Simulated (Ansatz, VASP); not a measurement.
**Se in VASP and in Ansatz**

INCAR

```
SYSTEM = Se
ALGO = Normal
EDIFF = 1E-6
ENCUT = 520
ISIF = 2
ISMEAR = 0
LASPH = .True.
LCHARG = .False.
LREAL = .False.
LWAVE = .False.
NBANDS = 9
NELM = 100
PREC = Accurate
SIGMA = 0.15
```

The input KPOINTS:

```
k-points
0
Gamma
  20 20 20
  0 0 0
```

POSCAR

```
Se
1.0
   -1.6864141288      1.6864141288      1.7034486149
    1.6864141288     -1.6864141288      1.7034486149
    1.6864141288      1.6864141288     -1.7034486149
Se
1
Direct
    0.0000000000      0.0000000000      0.0000000000
```

Input for Ansatz:

```yaml
crystal:
  lattice:
    - [-1.6864141288, 1.6864141288, 1.7034486149]
    - [1.6864141288, -1.6864141288, 1.7034486149]
    - [1.6864141288, 1.6864141288, -1.7034486149]
  atoms:
    - { symbol: Se, position: [0.0, 0.0, 0.0] }
basis:
  ecutwfc: 420
kpoints:
  mp_grid: { grid: [20, 20, 20] }
hamiltonian:
  xc: lda
scf:
  occupations: { method: gaussian, width: 0.15 }
output:
  forces: true
  stress: true
  eigenvalues: true
```

Change from the starting cell: strain -0.0100 x Voigt [1, 1, 0, 0, 0, 0], atoms carried along.

Alike in both runs: task single point; functional LDA; k mesh 20 × 20 × 20; occupations gaussian, width 0.15 eV; no spin polarisation.

|  | VASP | Ansatz |
| --- | --- | --- |
| version | VASP 6.6.1 | Ansatz 0.2.0 |
| potentials or method | VASP PAW LDA potentials, release 64 (Se), cutoff 520 eV | scalar-relativistic, plane waves, PAW |
| valence electrons in the cell | 6 | 16 |

```tsv
	VASP	Ansatz	Ansatz less VASP
gap on the k mesh at the Fermi level (eV)	none	none	-
pressure (GPa)	-1.8	-1.9	-0.15
traceless stress, the component that is largest in VASP (GPa)	-0.55	-0.55	-0.001
```

LDA's correlation is that of Perdew and Zunger in VASP and of Perdew and Wang (1992) in Ansatz. A gap of «none» marks a metal or a gap that the smearing closes. VASP's potentials hold 6 valence electrons a cell and Ansatz's 16, so a difference there can come from the potentials and not from the codes.
